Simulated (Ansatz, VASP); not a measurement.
## TePb: VASP beside Ansatz

POSCAR

```
TePb
1.0
    0.0000000000      3.2678368520      3.2678368520
    3.2678368520      0.0000000000      3.2678368520
    3.2678368520      3.2678368520      0.0000000000
Pb Te
1 1
Direct
    0.0000000000      0.0000000000      0.0000000000
    0.5000000000      0.5000000000      0.5000000000
```

The input INCAR.step1:

```
ALGO     = Normal         # electronic algorithm
EDIFF    = 1E-5           # SCF threshold, eV
ENCUT    = 520            # plane-wave cutoff, eV
GGA      = PE             # functional
ISIF     = 2              # what is computed and relaxed
ISMEAR   = 0              # smearing method
LASPH    = T              # aspherical terms in the spheres
LCHARG   = F              # write CHGCAR
LREAL    = F              # projectors in reciprocal space
LWAVE    = T              # write WAVECAR
NBANDS   = 17             # bands
NELM     = 100            # most SCF steps
PREC     = Accurate       # precision mode
SIGMA    = 0.01           # smearing width, eV
```

Contents of INCAR.step2:

```
ALGO     = Normal         # electronic algorithm
EDIFF    = 1E-6           # SCF threshold, eV
ENCUT    = 520            # plane-wave cutoff, eV
GGA      = PE             # functional
HFSCREEN = 0.2079         # screening, 1/A
ISIF     = 2              # what is computed and relaxed
ISMEAR   = 0              # smearing method
ISTART   = 1            
LASPH    = T              # aspherical terms in the spheres
LCHARG   = F              # write CHGCAR
LHFCALC  = T              # exact exchange
LREAL    = F              # projectors in reciprocal space
LWAVE    = F              # write WAVECAR
NBANDS   = 17             # bands
NELM     = 100            # most SCF steps
PREC     = Accurate       # precision mode
PRECFOCK = Normal       
SIGMA    = 0.01           # smearing width, eV
```

Contents of KPOINTS:

```
k-points
0
Gamma
  4 4 4
```

Input for Ansatz:

```yaml
crystal:
  lattice:
    - [0.0, 3.267836852, 3.267836852]
    - [3.267836852, 0.0, 3.267836852]
    - [3.267836852, 3.267836852, 0.0]
  atoms:
    - { symbol: Pb, position: [0.0, 0.0, 0.0] }
    - { symbol: Te, position: [0.5, 0.5, 0.5] }
kpoints:
  mp_grid: { grid: [4, 4, 4] }
hamiltonian:
  xc: hse06
scf:
  occupations: { method: fixed }
  n_extra_bands: 4
output:
  forces: true
  stress: true
  eigenvalues: true
```

Alike in both runs: task single point; functional HSE06; k mesh 4 × 4 × 4; no spin polarisation.

```csv
,VASP,Ansatz
version,VASP 6.6.1,Ansatz 0.2.0
potentials or method,"VASP PAW PBE potentials, release 64 (Pb_d, Te)","plane waves, PAW"
plane-wave cutoff (eV),520,420
occupations,"gaussian, width 0.01 eV",fixed
valence electrons in the cell,20,30
```

|  | VASP | Ansatz | Ansatz less VASP |
| --- | --- | --- | --- |
| gap on the k mesh at the Fermi level (eV) | 1.17 | 1.20 | +0.036 |
| pressure (GPa) | -0.5 | -0.3 | +0.19 |

VASP's potentials hold 20 valence electrons a cell and Ansatz's 30, so a difference there can come from the potentials and not from the codes. Ansatz's warnings: stress exchange threshold loose, stress scf threshold loose.

Spin-orbit coupling is off throughout.
